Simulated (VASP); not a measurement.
# K3BTe3 (Pm-3m) in VASP: single point with PBE

Aim: the single point of K3BTe3 with PBE.

Everything below comes from runs of VASP 6.6.1. Logs are shortened: lines on timing, memory, paths and dates and some standing lists are left out, and cuts for length are marked.

## Step 1: The cell of the first run

The structure is cubic, space group Pm-3m (No. 221). The conventional cell has a = 6.067 Å, b = 6.067 Å, c = 6.067 Å, α = 90.00°, β = 90.00°, γ = 90.00°. K (site symmetry 4/mmm) has 2 B at 3.03 Å and 4 Te at 3.03 Å within 4.0 Å. Within 4.0 Å of B (site symmetry m-3m) lie 6 K at 3.03 Å. Within 4.0 Å of Te (site symmetry 4/mmm) lie 4 K at 3.03 Å.

## Step 2: Single point, PBE

File INCAR:

```
SYSTEM = K3BTe3
PREC     = Accurate       ! precision mode
ENCUT    = 520            ! plane-wave cutoff, eV
EDIFF    = 1E-7           ! SCF threshold, eV
ISMEAR   = 0              ! smearing method
SIGMA    = 0.1            ! smearing width, eV
LREAL    = .FALSE.        ! projectors in reciprocal space
LASPH    = .TRUE.         ! aspherical terms in the spheres
NELM     = 80             ! most SCF steps
ALGO     = Normal         ! electronic algorithm
ISIF     = 2              ! what is computed and relaxed
LWAVE    = .FALSE.        ! write WAVECAR
LCHARG   = .FALSE.        ! write CHGCAR
GGA      = PE             ! functional
NBANDS   = 33             ! bands
```

File KPOINTS:

```
regular mesh
0
G
  4 4 4
  0 0 0
```

File POSCAR:

```
K3BTe3
1.0
    6.0672728200      0.0000000000      0.0000000000
    0.0000000000      6.0672728200      0.0000000000
    0.0000000000      0.0000000000      6.0672728200
K B Te
3 1 3
Direct
    0.5000000000      0.5000000000      0.0000000000
    0.0000000000      0.5000000000      0.5000000000
    0.5000000000      0.0000000000      0.5000000000
    0.5000000000      0.5000000000      0.5000000000
    0.5000000000      0.0000000000      0.0000000000
    0.0000000000      0.5000000000      0.0000000000
    0.0000000000      0.0000000000      0.5000000000
```

Potentials or basis: VASP PAW PBE potentials, release 64 (K_sv, B, Te).

Started as:

```sh
cat potpaw_PBE.64/K_sv/POTCAR potpaw_PBE.64/B/POTCAR potpaw_PBE.64/Te/POTCAR > POTCAR
mpirun -np 1 vasp_std > vasp.out
```

OUTCAR:

```text
SYSTEM = K3BTe3
   PREC = Accurate
   ENCUT = 520
   EDIFF = 1E-7
   ISMEAR = 0
   LREAL = .FALSE.
   LASPH = .TRUE.
   NELM = 80
   ISIF = 2
   GGA = PE

 ion  position               nearest neighbor table
   1  0.500  0.500  0.000-   5 3.03   6 3.03   5 3.03   6 3.03
   2  0.000  0.500  0.500-   6 3.03   7 3.03   6 3.03   7 3.03
   3  0.500  0.000  0.500-   5 3.03   7 3.03   5 3.03   7 3.03
   4  0.500  0.500  0.500-
   5  0.500  0.000  0.000-   1 3.03   3 3.03   3 3.03   1 3.03
   6  0.000  0.500  0.000-   1 3.03   2 3.03   2 3.03   1 3.03
   7  0.000  0.000  0.500-   2 3.03   3 3.03   2 3.03   3 3.03

  LATTYP: Found a simple cubic cell.
 ALAT       =     6.0672728200

  Lattice vectors:

 A1 = (   6.0672728200,   0.0000000000,   0.0000000000)
 A2 = (   0.0000000000,   6.0672728200,   0.0000000000)
 A3 = (   0.0000000000,   0.0000000000,   6.0672728200)

Analysis of symmetry for initial positions (statically):
=====================================================================
 Subroutine PRICEL returns:
 Original cell was already a primitive cell.

 Routine SETGRP: Setting up the symmetry group for a
 simple cubic supercell.

 Subroutine GETGRP returns: Found 48 space group operations
 (whereof 48 operations were pure point group operations)
 out of a pool of 48 trial point group operations.

The static configuration has the point symmetry O_h .

Analysis of symmetry for dynamics (positions and initial velocities):
=====================================================================
 Subroutine PRICEL returns:
 Original cell was already a primitive cell.

 Routine SETGRP: Setting up the symmetry group for a
 simple cubic supercell.

 Subroutine GETGRP returns: Found 48 space group operations
 (whereof 48 operations were pure point group operations)
 out of a pool of 48 trial point group operations.

The dynamic configuration has the point symmetry O_h .

 Subroutine INISYM returns: Found 48 space group operations
 (whereof 48 operations are pure point group operations),
 and found     1 'primitive' translations

----------------------------------------------------------------------------------------

                                     Primitive cell

  volume of cell :     223.3472

  direct lattice vectors                    reciprocal lattice vectors
     6.067272820  0.000000000  0.000000000     0.164818697  0.000000000  0.000000000
     0.000000000  6.067272820  0.000000000     0.000000000  0.164818697  0.000000000
     0.000000000  0.000000000  6.067272820     0.000000000  0.000000000  0.164818697

  length of vectors
     6.067272820  6.067272820  6.067272820     0.164818697  0.164818697  0.164818697

  position of ions in fractional coordinates (direct lattice)
     0.500000000  0.500000000  0.000000000
     0.000000000  0.500000000  0.500000000
     0.500000000  0.000000000  0.500000000
     0.500000000  0.500000000  0.500000000
     0.500000000  0.000000000  0.000000000
     0.000000000  0.500000000  0.000000000
     0.000000000  0.000000000  0.500000000

  ion indices of the primitive-cell ions
   primitive index   ion index
                 1           1
                 2           2
                 3           3
                 4           4
                 5           5
                 6           6
                 7           7

----------------------------------------------------------------------------------------

 KPOINTS: regular mesh

Automatic generation of k-mesh.
 Grid dimensions read from file:
 generate k-points for:    4    4    4

 Generating k-lattice:

  Cartesian coordinates                     Fractional coordinates (reciprocal lattice)
     0.041204674  0.000000000  0.000000000     0.250000000  0.000000000  0.000000000
     0.000000000  0.041204674  0.000000000     0.000000000  0.250000000  0.000000000
     0.000000000  0.000000000  0.041204674     0.000000000  0.000000000  0.250000000

  Length of vectors
     0.041204674  0.041204674  0.041204674

  Shift w.r.t. Gamma in fractional coordinates (k-lattice)
     0.000000000  0.000000000  0.000000000

 Subroutine IBZKPT returns following result:
 ===========================================

 Found     10 irreducible k-points:

 Following reciprocal coordinates:
            Coordinates               Weight
  0.000000  0.000000  0.000000      1.000000
  0.250000  0.000000  0.000000      6.000000
  0.500000  0.000000  0.000000      3.000000
  0.250000  0.250000  0.000000     12.000000
  0.500000  0.250000  0.000000     12.000000
  0.500000  0.500000  0.000000      3.000000
  0.250000  0.250000  0.250000      8.000000
  0.500000  0.250000  0.250000     12.000000
  0.500000  0.500000  0.250000      6.000000
  0.500000  0.500000  0.500000      1.000000
   k-points           NKPTS =     10   k-points in BZ     NKDIM =     10   number of bands    NBANDS=     33
   number of dos      NEDOS =    301   number of ions     NIONS =      7
   total plane-waves  NPLWV = 110592
   dimension x,y,z NGX =    48 NGY =   48 NGZ =   48
   dimension x,y,z NGXF=    96 NGYF=   96 NGZF=   96
   ions per type =               3   1   3
   NGX,Y,Z   is equivalent  to a cutoff of  13.15, 13.15, 13.15 a.u.
   NGXF,Y,Z  is equivalent  to a cutoff of  26.30, 26.30, 26.30 a.u.
 SYSTEM =  K3BTe3
   PREC   = accura    normal or accurate (medium, high low for compatibility)
   ISTART =      0    job   : 0-new  1-cont  2-samecut
   ICHARG =      2    charge: 1-file 2-atom 10-const
   ISPIN  =      1    spin polarized calculation?
   LNONCOLLINEAR =      F non collinear calculations
   LSORBIT =      F    spin-orbit coupling
   LASPH  =      T    aspherical Exc in radial PAW
   ENCUT  =  520.0 eV  38.22 Ry    6.18 a.u.  11.28 11.28 11.28*2*pi/ulx,y,z
   NELM   =     80;   NELMIN=  2; NELMDL= -5     # of ELM steps
   EDIFF  = 0.1E-06   stopping-criterion for ELM
   LREAL  =      F    real-space projection
   EDIFFG = 0.1E-05   stopping-criterion for IOM
   NSW    =      0    number of steps for IOM
   IBRION =     -1    ionic relax: 0-MD 1-quasi-New 2-CG
   NFREE  =      0    steps in history (QN), initial steepest desc. (CG)
   ISIF   =      2    stress and relaxation
   ISYM   =      2    0-nonsym 1-usesym 2-fastsym
   POTIM  = 0.5000    time-step for ionic-motion
   TEBEG  =    0.0;   TEEND  =   0.0 temperature during run
   PSTRESS=    0.0 pullay stress
   NELECT =      48.0000    total number of electrons
   NUPDOWN=      -1.0000    fix difference up-down
   EMIN   =  10.00;   EMAX   =-10.00  energy-range for DOS
   EFERMI =   0.00;   METHOD = LEGACY
   ISMEAR =     0;   SIGMA  =   0.10  broadening in eV -4-tet -1-fermi 0-gaus
   EFERMI_NEDOS =   21; number of points for ismear=-14 and -15
   IALGO  =     38    algorithm
   IMIX   =      4    mixing-type and parameters
     AMIX     =   0.40;   BMIX     =  1.00
     AMIX_MAG =   1.60;   BMIX_MAG =  1.00
  volume/ion in A,a.u.               =      31.91       215.32
  Fermi-wavevector in a.u.,A,eV,Ry     =   0.980607  1.853079 13.083231  0.961590
  Thomas-Fermi vector in A             =   2.111550
   LORBIT       =      0    0 simple, 1 ext, 2 COOP (PROOUT), +10 PAW based schemes
   GGA     = PE    functional components
   LHFCALC =     F    Hartree Fock is set to
   AEXX    =    0.0000 exact exchange contribution
   IVDW    =     0    specifies the selected vdW correction
   LEPSILON=     F    determine dielectric tensor
   LRPA    =     F    only Hartree local field effects (RPA)
 non-spin polarized calculation
 Gauss-broadening in eV      SIGMA  =   0.10
  energy-cutoff  :      520.00
  volume of cell :      223.35
 maximum number of plane-waves:      6062
 NGX is ok and might be reduce to    48
   NGX = 23   NGY = 23   NGZ = 23

 number of electron      48.0000003 magnetization

 Free energy of the ion-electron system (eV)
  ---------------------------------------------------
  ext. energy  EPLUGINS =         0.00000000
  ---------------------------------------------------
  free energy    TOTEN  =       -13.17167180 eV

  energy without entropy =      -13.09976121  energy(sigma->0) =      -13.13571650

 E-fermi :   2.0560     XC(G=0):  -8.3597

 val. band max:        2.0098066785   @ k =   0.2500   0.2500   0.2500
 cond. band min:       2.0597133992   @ k =   0.5000   0.2500   0.0000
 fundamental gap:      0.0499067207
 Fermi energy:         2.0559640771

 k-point     1 :       0.0000    0.0000    0.0000
  band No.  band energies     occupation
      1     -27.0846      2.00000
      2     -27.0633      2.00000
      3     -27.0633      2.00000
      4     -10.8515      2.00000
      5     -10.8515      2.00000
      6     -10.8515      2.00000
[... 25 lines left out ...]
     32       6.8762      0.00000
     33       7.7184      0.00000

 k-point     2 :       0.2500    0.0000    0.0000
  band No.  band energies     occupation
      1     -27.0819      2.00000
      2     -27.0660      2.00000
      3     -27.0633      2.00000
      4     -10.8779      2.00000
      5     -10.8358      2.00000
      6     -10.8358      2.00000
[... 25 lines left out ...]
     32       7.3908      0.00000
     33       7.5489      0.00000

 k-point     3 :       0.5000    0.0000    0.0000
  band No.  band energies     occupation
      1     -27.0775      2.00000
      2     -27.0704      2.00000
      3     -27.0633      2.00000
      4     -10.9140      2.00000
      5     -10.8554      2.00000
      6     -10.8143      2.00000
[... 25 lines left out ...]
     32       8.0302      0.00000
     33       8.2873      0.00000

 k-point     4 :       0.2500    0.2500    0.0000
  band No.  band energies     occupation
      1     -27.0795      2.00000
      2     -27.0669      2.00000
      3     -27.0649      2.00000
      4     -10.9507      2.00000
      5     -10.8441      2.00000
      6     -10.8405      2.00000
[... 169 lines left out ...]
     32       8.3599      0.00000
     33       8.4025      0.00000

 k-point     9 :       0.5000    0.5000    0.2500
  band No.  band energies     occupation
      1     -27.0704      2.00000
      2     -27.0704      2.00000
      3     -27.0704      2.00000
      4     -11.0932      2.00000
      5     -11.0095      2.00000
      6     -11.0095      2.00000
[... 25 lines left out ...]
     32       8.0153      0.00000
     33       9.2419      0.00000

 k-point    10 :       0.5000    0.5000    0.5000
  band No.  band energies     occupation
      1     -27.0704      2.00000
      2     -27.0704      2.00000
      3     -27.0704      2.00000
      4     -11.0915      2.00000
      5     -11.0915      2.00000
      6     -11.0915      2.00000
[... 25 lines left out ...]
     32       7.5949      0.00000
     33       9.6056      0.00000

------------------------ aborting loop because EDIFF is reached ----------------------------------------

  FORCE on cell =-STRESS in cart. coord.  units (eV):
  Direction    XX          YY          ZZ          XY          YZ          ZX
  --------------------------------------------------------------------------------------
  -------------------------------------------------------------------------------------
  Total       11.3432814     11.3432814     11.3432814     -0.0000000     -0.0000000     -0.0000000
  in kB       81.3708243     81.3708243     81.3708243     -0.0000000     -0.0000000     -0.0000000
  external PRESSURE =      81.3708243 kB  Pullay stress =       0.0000000 kB

 VOLUME and BASIS-vectors are now :
 -----------------------------------------------------------------------------
  energy-cutoff  :      520.00
  volume of cell :      223.35
      direct lattice vectors                 reciprocal lattice vectors
     6.067272820  0.000000000  0.000000000     0.164818697  0.000000000  0.000000000
     0.000000000  6.067272820  0.000000000     0.000000000  0.164818697  0.000000000
     0.000000000  0.000000000  6.067272820     0.000000000  0.000000000  0.164818697

 POSITION                                       TOTAL-FORCE (eV/Angst)
 -----------------------------------------------------------------------------------
      3.03364      3.03364      0.00000         0.000000      0.000000      0.000000
      0.00000      3.03364      3.03364         0.000000      0.000000      0.000000
      3.03364      0.00000      3.03364         0.000000      0.000000      0.000000
      3.03364      3.03364      3.03364         0.000000      0.000000      0.000000
      3.03364      0.00000      0.00000         0.000000      0.000000      0.000000
      0.00000      3.03364      0.00000         0.000000      0.000000      0.000000
      0.00000      0.00000      3.03364         0.000000      0.000000      0.000000
 -----------------------------------------------------------------------------------
    total drift:                                0.000000      0.000000     -0.000000

  FREE ENERGIE OF THE ION-ELECTRON SYSTEM (eV)
  ---------------------------------------------------
  free  energy   TOTEN  =       -13.1716718002 eV

  energy  without entropy=      -13.0997612075  energy(sigma->0) =      -13.13571650
```

Run time: 1.7 min. Hardware: 1 thread of AMD EPYC 7R13 (Zen 3), shared host; peak memory 0.32 GiB.

What came out:

```
Free energy            : -13.1717 eV
Pressure               : 8.1 GPa
Band gap on the k mesh : zero (band 24 reaches 2.20 eV, above the bottom of band 25 at 2.06 eV)
```

Caveat: spin-orbit coupling is left out, which moves the levels of the heavy elements.
